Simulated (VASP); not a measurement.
# Cu3O2: single point with PBE+U

Crystal: Cu3O2.

```
Cu O
1.0
    -2.02298    2.02298    3.67362
     2.02298   -2.02298    3.67362
     2.02298    2.02298   -3.67362
Cu O
3 2
Direct
  0.00000 0.00000 0.00000
  0.75000 0.25000 0.50000
  0.25000 0.75000 0.50000
  0.50000 0.00000 0.50000
  0.00000 0.50000 0.50000
```

| Quantity | Value |
| --- | --- |
| Program | VASP 6.6.1 |
| Task | single point |
| Functional | PBE |
| Potentials or basis | VASP PAW PBE potentials, release 64 (Cu, O) |
| Cutoff | 520 eV |
| k mesh | 9 × 9 × 9 |
| Occupations | fermi-dirac, width 0.05 eV |
| Spin | no spin polarisation |
| Hubbard terms | Cu d U = 5.0 eV |
| Dipole correction | no |
| k mesh for the DOS | 14 × 14 × 14 |
| Occupations for the DOS | tetrahedron |
| Further INCAR settings | ALGO = Normal; EDIFF = 1e-07 |

```json
{
 "Valence electrons inside the program's atomic spheres": "Cu 9.97, 10.10 (each value once); O 4.96"
}
```

Levels at points of the mesh, in eV from the Fermi level:
| k point | band 21 | band 22 | band 23 | band 24 | band 25 | band 26 |
| --- | --- | --- | --- | --- | --- | --- |
| (0.00, 0.00, 0.00) | -0.96 | -0.96 | 0.47 | 0.64 | 5.76 | 5.76 |
| (0.50, 0.00, 0.00) | -0.96 | -0.71 | -0.28 | 3.25 | 3.57 | 8.68 |
| (0.50, 0.50, 0.00) | -0.35 | -0.31 | 1.23 | 1.34 | 4.11 | 4.16 |
| (0.50, 0.50, 0.50) | -1.50 | -0.35 | -0.35 | 3.89 | 4.93 | 6.99 |

Eigenvalues of the final occupation matrices:
```tsv
site	spin	trace	eigenvalues
site 1 d	1	4.66	0.84 0.92 0.96 0.96 0.98
site 1 d	2	4.66	0.84 0.92 0.96 0.96 0.98
site 2 d	1	4.69	0.86 0.95 0.95 0.97 0.97
site 2 d	2	4.69	0.86 0.95 0.95 0.97 0.97
site 3 d	1	4.69	0.86 0.95 0.95 0.97 0.97
site 3 d	2	4.69	0.86 0.95 0.95 0.97 0.97
```

It took 16 min on 1 thread of Oxide Virtual Turin-like Processor, with other jobs on the host, peak memory 0.4 GiB.

Caveat: U without spin polarisation on a metal has little footing.
